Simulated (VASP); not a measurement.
# MgO (I4/mmm) in VASP: single point with r2SCAN

Aim: the single point of MgO with r2SCAN.

Everything below comes from runs of VASP 6.6.1. Logs are shortened: lines on timing, memory, paths and dates and some standing lists are left out, and cuts for length are marked.

### 1 The cell of the first run

It takes space group I4/mmm (No. 139, tetragonal). The conventional cell has a = 3.020 Å, b = 3.020 Å, c = 4.334 Å, α = 90.00°, β = 90.00°, γ = 90.00°. Mg (site symmetry 4/mmm) has 6 O at 2.14 to 2.17 Å within 2.8 Å. O (site symmetry 4/mmm) has 6 Mg at 2.14 to 2.17 Å within 2.8 Å.

### 2 Single point, r2SCAN (strain +0.0150 x Voigt [1, 0, 0, 0, 0, 0])

The input, POSCAR:

```
MgO
1.0
    0.0000000000      2.1351500000      2.1351500000
    2.1671772500      0.0000000000      2.1351500000
    2.1671772500      2.1351500000      0.0000000000
Mg O
1 1
Direct
    0.0000000000      0.0000000000      0.0000000000
    0.5000000000      0.5000000000      0.5000000000
```

The input, INCAR.step1:

```
SYSTEM = MgO
PREC = Accurate ; ENCUT = 920
ISMEAR = 0 ; SIGMA = 0.05
LREAL = .FALSE. ; LASPH = .TRUE.
NELM = 120 ; NBANDS = 15
GGA = PE ; ALGO = Normal
EDIFF = 1E-5 ; LWAVE = .TRUE.
LCHARG = .FALSE. ; GGA_COMPAT = .FALSE.
```

The input, INCAR.step2:

```
SYSTEM = MgO
PREC = Accurate ; ENCUT = 920
EDIFF = 1E-6 ; ISMEAR = 0
SIGMA = 0.05 ; LREAL = .FALSE.
LASPH = .TRUE. ; NELM = 120
ALGO = Normal ; ISIF = 2
LWAVE = .FALSE. ; LCHARG = .FALSE.
METAGGA = R2SCAN ; LMIXTAU = .TRUE.
NBANDS = 15 ; ISTART = 1
GGA_COMPAT = .FALSE.
```

The input, KPOINTS:

```
regular mesh
0
G
  10 10 10
  0 0 0
```

Potentials or basis: VASP PAW PBE potentials, release 64 (Mg_sv, O).

Run with:

```
cat potpaw_PBE.64/Mg_sv/POTCAR potpaw_PBE.64/O/POTCAR > POTCAR
cp INCAR.step1 INCAR
mpirun -np 1 vasp_std > vasp.out
cp INCAR.step2 INCAR
mpirun -np 1 vasp_std > vasp.out
```

OUTCAR:

```text
SYSTEM = MgO
   PREC = Accurate
   ENCUT = 920
   EDIFF = 1E-6
   ISMEAR = 0
   LREAL = .FALSE.
   LASPH = .TRUE.
   NELM = 120
   ISIF = 2
   METAGGA = R2SCAN
   ISTART = 1

 ion  position               nearest neighbor table
   1  0.000  0.000  0.000-
   2  0.500  0.500  0.500-

  LATTYP: Found a body centered tetragonal cell.
 ALAT       =     3.0195580877
 C/A-ratio  =     1.4354267658

  Lattice vectors:

 A1 = (   2.1671772500,   0.0000000000,   2.1351500000)
 A2 = (   2.1671772500,   0.0000000000,  -2.1351500000)
 A3 = (  -2.1671772500,   2.1351500000,   0.0000000000)

Analysis of symmetry for initial positions (statically):
=====================================================================
 Subroutine PRICEL returns:
 Original cell was already a primitive cell.

 Routine SETGRP: Setting up the symmetry group for a
 body centered tetragonal supercell.

 Subroutine GETGRP returns: Found 16 space group operations
 (whereof 16 operations were pure point group operations)
 out of a pool of 16 trial point group operations.

The static configuration has the point symmetry D_4h.

Analysis of symmetry for dynamics (positions and initial velocities):
=====================================================================
 Subroutine PRICEL returns:
 Original cell was already a primitive cell.

 Routine SETGRP: Setting up the symmetry group for a
 body centered tetragonal supercell.

 Subroutine GETGRP returns: Found 16 space group operations
 (whereof 16 operations were pure point group operations)
 out of a pool of 16 trial point group operations.

The dynamic configuration has the point symmetry D_4h.

 Subroutine INISYM returns: Found 16 space group operations
 (whereof 16 operations are pure point group operations),
 and found     1 'primitive' translations

----------------------------------------------------------------------------------------

                                     Primitive cell

  volume of cell :      19.7597

  direct lattice vectors                    reciprocal lattice vectors
     0.000000000  2.135150000  2.135150000    -0.230714862  0.234175585  0.234175585
     2.167177250  0.000000000  2.135150000     0.230714862 -0.234175585  0.234175585
     2.167177250  2.135150000  0.000000000     0.230714862  0.234175585 -0.234175585

  length of vectors
[... 91 lines left out ...]
   TEBEG  =    0.0;   TEEND  =   0.0 temperature during run
   PSTRESS=    0.0 pullay stress
   NELECT =      16.0000    total number of electrons
   NUPDOWN=      -1.0000    fix difference up-down
   EMIN   =  10.00;   EMAX   =-10.00  energy-range for DOS
   EFERMI =   0.00;   METHOD = LEGACY
   ISMEAR =     0;   SIGMA  =   0.05  broadening in eV -4-tet -1-fermi 0-gaus
   EFERMI_NEDOS =   21; number of points for ismear=-14 and -15
   IALGO  =     38    algorithm
   IMIX   =      4    mixing-type and parameters
     AMIX     =   0.40;   BMIX     =  1.00
     AMIX_MAG =   1.60;   BMIX_MAG =  1.00
  volume/ion in A,a.u.               =       9.88        66.67
  Fermi-wavevector in a.u.,A,eV,Ry     =   1.525882  2.883500 31.678681  2.328317
  Thomas-Fermi vector in A             =   2.633992
   LORBIT       =      0    0 simple, 1 ext, 2 COOP (PROOUT), +10 PAW based schemes
   METAGGA = R2SCAN    functional components
   LHFCALC =     F    Hartree Fock is set to
   AEXX    =    0.0000 exact exchange contribution
   IVDW    =     0    specifies the selected vdW correction
   LEPSILON=     F    determine dielectric tensor
   LRPA    =     F    only Hartree local field effects (RPA)
 non-spin polarized calculation
 Gauss-broadening in eV      SIGMA  =   0.05
  energy-cutoff  :      920.00
  volume of cell :       19.76
 maximum number of plane-waves:      1275
 NGX is ok and might be reduce to    30
   NGX = 15   NGY = 15   NGZ = 15

 number of electron      15.9999995 magnetization

 Free energy of the ion-electron system (eV)
  ---------------------------------------------------
  ext. energy  EPLUGINS =         0.00000000
  ---------------------------------------------------
  free energy    TOTEN  =       -16.12395274 eV

  energy without entropy =      -16.12395274  energy(sigma->0) =      -16.12395274

 E-fermi :   2.3982     XC(G=0): -11.7335

 val. band max:        2.1466749064   @ k =   0.0000   0.0000   0.0000
 cond. band min:       7.2227832170   @ k =   0.0000   0.0000   0.0000
 fundamental gap:      5.0761083106
 Fermi energy:         2.3982111854

 k-point     1 :       0.0000    0.0000    0.0000
  band No.  band energies     occupation
      1     -73.0618      2.00000
      2     -38.1592      2.00000
      3     -38.1489      2.00000
      4     -38.1489      2.00000
      5     -15.7889      2.00000
      6       2.1134      2.00000
      7       2.1134      2.00000
      8       2.1467      2.00000
      9       7.2228      0.00000
     10      18.5535      0.00000
     11      18.7063      0.00000
     12      18.7063      0.00000
     13      22.5999      0.00000
     14      24.1373      0.00000
[... 401 lines left out ...]
      2     -38.1965      2.00000
      3     -38.1762      2.00000
      4     -38.1680      2.00000
      5     -14.6933      2.00000
      6      -1.2517      2.00000
      7       0.8759      2.00000
      8       1.0837      2.00000
      9      12.1896      0.00000
     10      13.0384      0.00000
     11      16.4329      0.00000
     12      20.8246      0.00000
     13      21.1253      0.00000
     14      27.6913      0.00000
     15      29.6145      0.00000

 [... further k-points ...]

------------------------ aborting loop because EDIFF is reached ----------------------------------------

  FORCE on cell =-STRESS in cart. coord.  units (eV):
  Direction    XX          YY          ZZ          XY          YZ          ZX
  --------------------------------------------------------------------------------------
  -------------------------------------------------------------------------------------
  Total       -1.2094725     -0.9506138     -0.9506138      0.0000000      0.0000000      0.0000000
  in kB      -98.0675588    -77.0785427    -77.0785427      0.0000000      0.0000000      0.0000000
  external PRESSURE =     -84.0748814 kB  Pullay stress =       0.0000000 kB

 VOLUME and BASIS-vectors are now :
 -----------------------------------------------------------------------------
  energy-cutoff  :      920.00
  volume of cell :       19.76
      direct lattice vectors                 reciprocal lattice vectors
     0.000000000  2.135150000  2.135150000    -0.230714862  0.234175585  0.234175585
     2.167177250  0.000000000  2.135150000     0.230714862 -0.234175585  0.234175585
     2.167177250  2.135150000  0.000000000     0.230714862  0.234175585 -0.234175585

 POSITION                                       TOTAL-FORCE (eV/Angst)
 -----------------------------------------------------------------------------------
      0.00000      0.00000      0.00000        -0.000000     -0.000000      0.000000
      2.16718      2.13515      2.13515         0.000000      0.000000     -0.000000
 -----------------------------------------------------------------------------------
    total drift:                                0.000000      0.000000      0.000000

  FREE ENERGIE OF THE ION-ELECTRON SYSTEM (eV)
  ---------------------------------------------------
  free  energy   TOTEN  =       -16.1239527429 eV

  energy  without entropy=      -16.1239527429  energy(sigma->0) =      -16.12395274
```

OUTCAR.step1:

```text
SYSTEM = MgO
   PREC = Accurate
   ENCUT = 920
   ISMEAR = 0
   LREAL = .FALSE.
   LASPH = .TRUE.
[... 655 lines left out ...]
      0.00000      0.00000      0.00000         0.000000     -0.000000     -0.000000
      2.16718      2.13515      2.13515         0.000000      0.000000      0.000000
 -----------------------------------------------------------------------------------
    total drift:                                0.000000      0.000000      0.000000

  FREE ENERGIE OF THE ION-ELECTRON SYSTEM (eV)
  ---------------------------------------------------
  free  energy   TOTEN  =       -11.8778211840 eV

  energy  without entropy=      -11.8778211840  energy(sigma->0) =      -11.87782118
```

OSZICAR.step1:

```text
N       E                     dE             d eps       ncg     rms          rms(c)
DAV:   1     0.167534170028E+03    0.16753E+03   -0.14200E+04  3060   0.187E+03
DAV:   2    -0.731536052360E+01   -0.17485E+03   -0.16457E+03  3585   0.451E+02
DAV:   3    -0.133760313873E+02   -0.60607E+01   -0.60274E+01  4189   0.802E+01
DAV:   4    -0.134730303011E+02   -0.96999E-01   -0.96992E-01  3349   0.978E+00
DAV:   5    -0.134748164921E+02   -0.17862E-02   -0.17862E-02  4091   0.110E+00    0.864E+00
DAV:   6    -0.119049533551E+02    0.15699E+01   -0.26710E+00  3319   0.147E+01    0.293E+00
DAV:   7    -0.118896006436E+02    0.15353E-01   -0.13331E-01  3578   0.342E+00    0.176E+00
DAV:   8    -0.118787796988E+02    0.10821E-01   -0.41043E-02  3802   0.230E+00    0.342E-01
DAV:   9    -0.118776134595E+02    0.11662E-02   -0.38148E-03  3487   0.561E-01    0.102E-01
DAV:  10    -0.118778322583E+02   -0.21880E-03   -0.30106E-04  3711   0.194E-01    0.514E-02
DAV:  11    -0.118778210767E+02    0.11182E-04   -0.28756E-05  3781   0.569E-02    0.556E-03
DAV:  12    -0.118778211840E+02   -0.10730E-06   -0.67334E-07  1831   0.124E-02
   1 F= -.11877821E+02 E0= -.11877821E+02  d E =-.722680E-48
```

It took 4.6 min on 1 thread of Intel Xeon 6975P-C (Granite Rapids), shared host; peak memory 0.21 GiB.

Results:

| Item | Value |
| --- | --- |
| Free energy | -16.1240 eV |
| Pressure | -8.4 GPa |
| Band gap on the k mesh | 5.08 eV |

Stress tensor (GPa, compression positive):
```
-9.81  0.00  0.00
 0.00 -7.71  0.00
 0.00  0.00 -7.71
```

Caveat: the cell differs from its parent crystal (strain +0.0150 x Voigt [1, 0, 0, 0, 0, 0]); the cell stands under tension; the PAW data sets were made with another functional, which shifts forces and pressure a little.
